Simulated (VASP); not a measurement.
Crystal: Y2ScAs3.

```
Y Sc As
1.0
     4.31887    0.00000    0.00000
    -2.15944    3.74025    0.00000
     0.00000    0.00000    9.09548
Y Sc As
2 1 3
Direct
  0.33333 0.66667 0.24624
  0.33333 0.66667 0.75376
  0.66667 0.33333 0.00000
  0.66667 0.33333 0.50000
  0.00000 0.00000 0.00000
  0.00000 0.00000 0.50000
```

The cell was built from a structure type or drawn by symmetry, and may not be a known phase.

- Program: VASP 6.6.1
- Task: relaxation of cell and atoms
- Functional: PBE
- Potentials or basis: VASP PAW PBE potentials, release 64 (Y_sv, Sc_sv, As)
- Cutoff: 600 eV
- k mesh: 6 × 6 × 2
- Occupations: gaussian, width 0.1 eV
- Spin: no spin polarisation

At the start: pressure 1.7 GPa; volume 24.49 Å³/atom.

Problem. How do energy, volume and symmetry change on relaxing?

Solution. Over 12 steps the energy falls by 256.3 meV/atom and the volume is 22.98 Å³/atom (-6.1 %); space group P-6m2 (No. 187, to 0.1 Å) before and after.

The path:
```csv
step,energy change (eV),largest force (eV/Å),pressure (GPa),volume (Å³)
1,0.0000,1.1589,1.74,146.93
2,-0.6635,1.1981,-3.21,152.19
3,-0.8433,1.0907,-6.99,157.17
4,-0.8498,1.1196,-6.03,155.76
5,-1.2888,0.9299,-4.34,146.80
6,-1.4301,0.4412,-2.19,139.73
7,-1.5029,0.4115,-0.20,136.64
8,-1.5082,0.4010,0.52,135.63
9,-1.5209,0.3068,0.29,136.33
10,-1.5374,0.0521,-0.20,138.44
11,-1.5374,0.0422,-0.22,138.53
12,-1.5377,0.0023,0.14,137.90
```

Final structure:
```
CELL_PARAMETERS angstrom
4.56674 0.00000 0.00000
-2.28337 3.95491 0.00000
0.00000 0.00000 7.63495
ATOMIC_POSITIONS crystal
Y 0.33333 0.66667 0.28044
Y 0.33333 0.66667 0.71956
Sc 0.66667 0.33333 0.00000
As 0.66667 0.33333 0.50000
As 0.00000 0.00000 0.00000
As 0.00000 0.00000 0.50000
```

Caveat: a cell axis changed by over 15 % at a fixed basis, so the end point is rough.
